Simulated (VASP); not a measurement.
Write the native input for VASP 6.6.1 that does the following.

* Task: single point
* Functional: PBE
* Dispersion: D3(BJ)
* Potentials or basis: VASP PAW PBE potentials, release 64 (Al)
* Cutoff: 520 eV
* k mesh: 3 × 3 × 3
* Occupations: fermi-dirac, width 0.05 eV
* Spin: no spin polarisation
* Dipole correction: no
* Further INCAR settings: LREAL = Auto; ALGO = Normal; EDIFF = 1e-07; NBANDS = 42

The structure of Al lies in POSCAR:

```
Al
1.0
    4.2326986885      2.4437497271     -4.8830190557
   -0.0000000001     -4.8874994543     -4.8830190557
   -4.2326986884      2.4437497272     -4.8830190557
Al
18
Direct
    0.9785700587      0.3120582835      0.9636512079
    0.9725182324      0.9750547467      0.3159817755
    0.3014584613      0.2983732388      0.6168291263
    0.6395470760      0.3223620913      0.3044147871
    0.2885765394      0.9719038338      0.9702076245
    0.9990586386      0.6303233103      0.6218699660
    0.3227810480      0.6514926338      0.2949609718
    0.6288322304      0.9748430323      0.6475451145
    0.6414027148      0.6354392756      0.9495978158
    0.0108017517      0.3526890469      0.3600101666
    0.0177097969      0.0208402474      0.6926557854
    0.3443186533      0.3488289141      0.0414704956
    0.6991655740      0.3607194680      0.6961214168
    0.3767282137      0.0133384023      0.3628354223
    0.0061024568      0.6995437905      0.0341724917
    0.3630135151      0.6925847732      0.7172581968
    0.7009578878      0.0455179174      0.0426034419
    0.7084571168      0.6940869597      0.3678141591
```

This cell differs from its parent crystal: dynamics (nvt nose hoover) at 450 K, volume x 1.01, from the last frame before.

One way to write it, as run:

INCAR

```
SYSTEM = Al
ALGO = Normal
EDIFF = 1E-7
ENCUT = 520
GGA = PE
ISIF = 2
ISMEAR = -1
IVDW = 12
LASPH = .TRUE.
LCHARG = .FALSE.
LREAL = Auto
LWAVE = .FALSE.
NBANDS = 42
NELM = 100
PREC = Accurate
SIGMA = 0.05
```

KPOINTS

```
k-points
0
G
  3 3 3
  0 0 0
```

Potentials or basis: VASP PAW PBE potentials, release 64 (Al).

The run is started by

```bash
$ cat potpaw_PBE.64/Al/POTCAR > POTCAR
$ mpirun -np 1 vasp_std > vasp.out
```

It gave:

```
Pressure                   : -2.8 GPa
Largest force              : 0.614 eV/Å
Band gap on the k mesh     : zero (bands 27 and 28 overlap by 0.79 eV)
Dispersion energy per atom : -0.330 eV
```

Caveat: the atoms stand as in a frame of molecular dynamics.

It took 2.8 min on 1 thread of Intel(R) Xeon(R) 6975P-C (Granite Rapids), on a shared host, peak memory 0.4 GiB.
